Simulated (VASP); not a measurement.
Set up this calculation in VASP 6.6.1, as the native input.

```yaml
Task: relaxation of cell and atoms
Functional: PBE
Dispersion: D3(BJ)
Potentials_or_basis: VASP PAW PBE potentials, release 64 (Sb)
Cutoff: 600 eV
k_mesh: 9 × 9 × 5
Occupations: fermi-dirac, width 0.05 eV
Spin: no spin polarisation
Dipole_correction: no
Further_INCAR_settings: ALGO = Normal; EDIFF = 1e-06; IBRION = 2; EDIFFG = -0.01; NSW = 60; ISIF = 3
```

The structure of Sb lies in POSCAR:

```
Sb
1.0
    3.3545324186      0.0000000000      0.0000000000
   -1.6772662093      2.9051102923      0.0000000000
    0.0000000000      0.0000000000      5.4701606500
Sb
2
Direct
    0.6666666667      0.3333333333      0.7500000000
    0.3333333333      0.6666666667      0.2500000000
```

These files were run (other wordings do the same):

INCAR

```
PREC = Accurate ; ENCUT = 600
EDIFF = 1E-6 ; ISMEAR = -1
SIGMA = 0.05 ; LREAL = False
LASPH = True ; NELM = 60
ALGO = Normal ; ISIF = 3
LWAVE = False ; LCHARG = False
GGA = PE ; IVDW = 12
IBRION = 2 ; NSW = 60
EDIFFG = -0.01
```

KPOINTS

```
Automatic mesh
0
Gamma
  9 9 5
```

Potentials or basis: VASP PAW PBE potentials, release 64 (Sb).

Command:

```sh
$ cat potpaw_PBE.64/Sb/POTCAR > POTCAR
$ mpirun -np 1 vasp_std > vasp.out
```

It gave:

```
Relaxed volume                         : 25.87 Å³/atom
Relaxed cell                           : a = 3.323 Å, b = 3.323 Å, c = 5.411 Å, α = 90.00°, β = 90.00°, γ = 120.00°
Space group after relaxing (to 0.05 Å) : P6_3/mmc (No. 194)
Energy gained by relaxing              : 4.6 meV/atom
Ionic steps                            : 3
Pressure after relaxing                : 0.0 GPa
Band gap on the k mesh                 : zero (band 5 reaches 13.36 eV, above the bottom of band 6 at 6.18 eV)
Dispersion energy per atom             : -0.546 eV
```

Caveat: spin-orbit coupling is left out, which moves the levels of the heavy elements; pairwise dispersion overbinds metals, which lowers pressure and volume.

Run time: 26 s on 1 thread of Intel(R) Xeon(R) 6975P-C (Granite Rapids), on a shared host, peak memory 0.21 GiB.
